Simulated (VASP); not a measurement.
# GaAs (F-43m) in VASP: single point with PBE

Aim: the single point of GaAs with PBE.

Program: VASP 6.6.1. These are calculated values, not measurements. Logs are shortened: lines on timing, memory, paths and dates and some standing lists are left out, and cuts for length are marked.

**1. The cell of the first run**

It takes space group F-43m (No. 216, cubic). The conventional cell has a = 5.650 Å, b = 5.650 Å, c = 5.650 Å, α = 90.00°, β = 90.00°, γ = 90.00°. Ga (site symmetry -43m) has 4 As at 2.45 Å within 3.2 Å. Within 3.2 Å of As (site symmetry -43m) lie 4 Ga at 2.45 Å.

**2. Single point, PBE, non-collinear spin, zero start, spin-orbit coupling**

Contents of INCAR:

```
SYSTEM = GaAs
PREC = Accurate
ENCUT = 500
EDIFF = 1E-6
ISMEAR = 0
SIGMA = 0.01
LREAL = .False.
LASPH = .True.
NELM = 200
ALGO = Normal
ISIF = 2
LWAVE = .False.
LCHARG = .False.
MAGMOM = 0 0 0 0 0 0
LORBIT = 11
LSORBIT = .True.
GGA_COMPAT = .False.
LORBMOM = .True.
GGA = PE
NBANDS = 30
```

Contents of KPOINTS:

```
regular mesh
0
Gamma
  3 3 3
  0 0 0
```

Contents of POSCAR:

```
GaAs
1.0
    0.0000000000      2.8250000000      2.8250000000
    2.8250000000      0.0000000000      2.8250000000
    2.8250000000      2.8250000000      0.0000000000
Ga As
1 1
Direct
    0.0000000000      0.0000000000      0.0000000000
    0.2500000000      0.2500000000      0.2500000000
```

Potentials or basis: VASP PAW PBE potentials, release 64 (Ga_d, As).

The run is started by

```sh
$ cat potpaw_PBE.64/Ga_d/POTCAR potpaw_PBE.64/As/POTCAR > POTCAR
$ mpirun -np 1 vasp_ncl > vasp.out
```

OUTCAR:

```text
SYSTEM = GaAs
   PREC = Accurate
   ENCUT = 500
   EDIFF = 1E-6
   ISMEAR = 0
   LREAL = .False.
   LASPH = .True.
   NELM = 200
   ISIF = 2
   LORBIT = 11
   LSORBIT = .True.
   GGA = PE

 ion  position               nearest neighbor table
   1  0.000  0.000  0.000-   2 2.45   2 2.45   2 2.45   2 2.45
   2  0.250  0.250  0.250-   1 2.45   1 2.45   1 2.45   1 2.45

  LATTYP: Found a face centered cubic cell.
 ALAT       =     5.6500000000

  Lattice vectors:

 A1 = (   0.0000000000,   2.8250000000,   2.8250000000)
 A2 = (   2.8250000000,   0.0000000000,   2.8250000000)
 A3 = (   2.8250000000,   2.8250000000,   0.0000000000)

Analysis of symmetry for initial positions (statically):
=====================================================================
 Subroutine PRICEL returns:
 Original cell was already a primitive cell.

 Routine SETGRP: Setting up the symmetry group for a
 face centered cubic supercell.

 Subroutine GETGRP returns: Found 24 space group operations
 (whereof 24 operations were pure point group operations)
 out of a pool of 48 trial point group operations.

The static configuration has the point symmetry T_d .

Analysis of symmetry for dynamics (positions and initial velocities):
=====================================================================
 Subroutine PRICEL returns:
 Original cell was already a primitive cell.

 Routine SETGRP: Setting up the symmetry group for a
 face centered cubic supercell.

 Subroutine GETGRP returns: Found 24 space group operations
 (whereof 24 operations were pure point group operations)
 out of a pool of 48 trial point group operations.

The dynamic configuration has the point symmetry T_d .

Analysis of structural, dynamic, and magnetic symmetry:
=====================================================================
 Subroutine PRICEL returns:
 Original cell was already a primitive cell.

 Routine SETGRP: Setting up the symmetry group for a
 face centered cubic supercell.

 Subroutine GETGRP returns: Found 24 space group operations
 (whereof 24 operations were pure point group operations)
 out of a pool of 48 trial point group operations.

The overall configuration has the point symmetry T_d .

 Subroutine INISYM returns: Found 24 space group operations
 (whereof 24 operations are pure point group operations),
 and found     1 'primitive' translations

----------------------------------------------------------------------------------------

[... 319 lines left out ...]
 -----------------------------------------------------------------------------------
    total drift:                               -0.000000     -0.000000     -0.000000

  FREE ENERGIE OF THE ION-ELECTRON SYSTEM (eV)
  ---------------------------------------------------
  free  energy   TOTEN  =        -7.6823512754 eV

  energy  without entropy=       -7.6823512754  energy(sigma->0) =       -7.68235128

 orbital moment (x)

 # of ion     p       d       tot
 ----------------------------------------
  1         0.000  -0.000   0.000
  2        -0.000   0.000  -0.000
 ----------------------------------------
            0.000  -0.000   0.000

 orbital moment (y)

 # of ion     p       d       tot
 ----------------------------------------
  1         0.000   0.000   0.000
  2        -0.000  -0.000  -0.000
 ----------------------------------------
            0.000   0.000   0.000

 orbital moment (z)

 # of ion     p       d       tot
 ----------------------------------------
  1         0.000  -0.000   0.000
  2        -0.000  -0.000  -0.000
 ----------------------------------------
            0.000  -0.000  -0.000

 Spin-Orbit-Coupling matrix elements

 Ion:    1  E_soc:     -0.0117100
 l=   1
     0.0000000    -0.0011158    -0.0011158
    -0.0011158     0.0000000    -0.0011158
    -0.0011158    -0.0011158     0.0000000
 l=   2
     0.0000000    -0.0001693     0.0000000    -0.0001693    -0.0006665
    -0.0001693     0.0000000    -0.0004999    -0.0001693    -0.0001666
     0.0000000    -0.0004999     0.0000000    -0.0004999     0.0000000
    -0.0001693    -0.0001693    -0.0004999     0.0000000    -0.0001666
    -0.0006665    -0.0001666     0.0000000    -0.0001666     0.0000000
 l=   3
     0.0000000     0.0000000     0.0000000     0.0000000     0.0000000     0.0000000     0.0000000
     0.0000000     0.0000000     0.0000000     0.0000000     0.0000000     0.0000000     0.0000000
     0.0000000     0.0000000     0.0000000     0.0000000     0.0000000     0.0000000     0.0000000
     0.0000000     0.0000000     0.0000000     0.0000000     0.0000000     0.0000000     0.0000000
     0.0000000     0.0000000     0.0000000     0.0000000     0.0000000     0.0000000     0.0000000
     0.0000000     0.0000000     0.0000000     0.0000000     0.0000000     0.0000000     0.0000000
     0.0000000     0.0000000     0.0000000     0.0000000     0.0000000     0.0000000     0.0000000

 Ion:    2  E_soc:     -0.0236041
 l=   1
     0.0000000    -0.0039257    -0.0039257
    -0.0039257     0.0000000    -0.0039257
    -0.0039257    -0.0039257     0.0000000
 l=   2
     0.0000000    -0.0000055     0.0000000    -0.0000055    -0.0000028
    -0.0000055     0.0000000    -0.0000021    -0.0000055    -0.0000007
     0.0000000    -0.0000021     0.0000000    -0.0000021     0.0000000
    -0.0000055    -0.0000055    -0.0000021     0.0000000    -0.0000007
    -0.0000028    -0.0000007     0.0000000    -0.0000007     0.0000000
 l=   3
     0.0000000     0.0000000     0.0000000     0.0000000     0.0000000     0.0000000     0.0000000
     0.0000000     0.0000000     0.0000000     0.0000000     0.0000000     0.0000000     0.0000000
     0.0000000     0.0000000     0.0000000     0.0000000     0.0000000     0.0000000     0.0000000
     0.0000000     0.0000000     0.0000000     0.0000000     0.0000000     0.0000000     0.0000000
     0.0000000     0.0000000     0.0000000     0.0000000     0.0000000     0.0000000     0.0000000
     0.0000000     0.0000000     0.0000000     0.0000000     0.0000000     0.0000000     0.0000000
     0.0000000     0.0000000     0.0000000     0.0000000     0.0000000     0.0000000     0.0000000

 total charge

# of ion       s       p       d       tot
------------------------------------------
    1        0.836   0.836  10.000  11.672
    2        1.172   1.673   0.028   2.873
--------------------------------------------------
tot          2.008   2.509  10.029  14.545

 magnetization (x)

# of ion       s       p       d       tot
------------------------------------------
    1       -0.000  -0.000  -0.000  -0.000
    2       -0.000  -0.000  -0.000  -0.000
--------------------------------------------------
tot         -0.000  -0.000  -0.000  -0.000

 magnetization (y)

# of ion       s       p       d       tot
------------------------------------------
    1        0.000   0.000  -0.000   0.000
    2        0.000   0.000   0.000   0.000
--------------------------------------------------
tot          0.000   0.000  -0.000   0.000

 magnetization (z)

# of ion       s       p       d       tot
------------------------------------------
    1        0.000  -0.000  -0.000   0.000
    2       -0.000   0.000   0.000   0.000
--------------------------------------------------
tot          0.000   0.000  -0.000   0.000
```

OSZICAR:

```text
N       E                     dE             d eps       ncg     rms          rms(c)
DAV:   1     0.124601149356E+03    0.12460E+03   -0.82094E+03   322   0.164E+03
DAV:   2     0.782228753350E+01   -0.11678E+03   -0.11032E+03   330   0.403E+02
DAV:   3    -0.744116873267E+01   -0.15263E+02   -0.15075E+02   370   0.112E+02
DAV:   4    -0.790123440257E+01   -0.46007E+00   -0.45913E+00   336   0.205E+01
DAV:   5    -0.791026132393E+01   -0.90269E-02   -0.90242E-02   348   0.283E+00    0.313E+00
DAV:   6    -0.770342692867E+01    0.20683E+00   -0.27731E-01   416   0.956E+00    0.182E+00
DAV:   7    -0.767788401543E+01    0.25543E-01   -0.14057E-01   324   0.254E+00    0.667E-01
DAV:   8    -0.768143357042E+01   -0.35496E-02   -0.22774E-02   348   0.222E+00    0.164E-01
DAV:   9    -0.768213991081E+01   -0.70634E-03   -0.31273E-03   360   0.108E+00    0.774E-02
DAV:  10    -0.768223752653E+01   -0.97616E-04   -0.39297E-04   336   0.183E-01    0.351E-02
DAV:  11    -0.768232468020E+01   -0.87154E-04   -0.72690E-05   338   0.986E-02    0.172E-02
DAV:  12    -0.768235120027E+01   -0.26520E-04   -0.44863E-05   306   0.446E-02    0.663E-03
DAV:  13    -0.768235127544E+01   -0.75177E-07   -0.88814E-07   358   0.763E-03
   1 F= -.76823513E+01 E0= -.76823513E+01  d E =-.786088E-39  mag=    -0.0000    -0.0000     0.0000
```

Wall time 19 s (1 thread of Intel Xeon Platinum 8488C (Sapphire Rapids), shared host); peak memory 0.27 GiB.

Results:

| Item | Value |
| --- | --- |
| Free energy | -7.6824 eV |
| Pressure | 4.8 GPa |
| Net moment | 0.00 μB per cell |
| Valence electrons inside the program's atomic spheres | Ga 11.67; As 2.87 |

Moments on the atoms (μB; x, y, z):
```
Ga  0.00 0.00 0.00
As  0.00 0.00 0.00
```

Caveat: the k points lie up to 0.64 Å⁻¹ apart.
